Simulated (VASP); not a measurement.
# InP: single point with PBE

The system is InP.

```
In P
1.0
     0.00000    2.98017    2.98017
     2.98017    0.00000    2.98017
     2.98017    2.98017    0.00000
In P
1 1
Direct
  0.00000 0.00000 0.00000
  0.75000 0.75000 0.75000
```

```json
{
  "Program": "VASP 6.6.1",
  "Task": "single point",
  "Functional": "PBE",
  "Potentials or basis": "VASP PAW PBE potentials, release 64 (In_d, P)",
  "Cutoff": "500 eV",
  "k mesh": "10 × 10 × 10",
  "Occupations": "gaussian, width 0.02 eV",
  "Spin": "no spin polarisation"
}
```

```yaml
Pressure: -0.1 GPa
Band_gap_on_the_k_mesh: 0.44 eV, direct
```

Levels at points of the mesh, in eV from the valence-band top:
```csv
k point,band 6,band 7,band 8,band 9,band 10,band 11,band 12,band 13
"(0.00, 0.00, 0.00)",-11.18,0.00,0.00,0.00,0.44,4.09,4.09,4.09
"(0.50, 0.00, 0.00)",-9.62,-5.47,-0.90,-0.90,1.38,4.80,4.80,6.99
"(0.50, 0.50, 0.00)",-9.02,-5.54,-2.15,-2.15,1.85,2.26,8.90,9.26
```

Run time: 38 s on 1 thread of Intel Xeon 8259CL, on a shared host, peak memory 0.19 GiB.

Caveat: spin-orbit coupling is left out, which moves the levels of the heavy elements. Expect the measured gap to be larger: semilocal functionals such as PBE lack the derivative discontinuity.
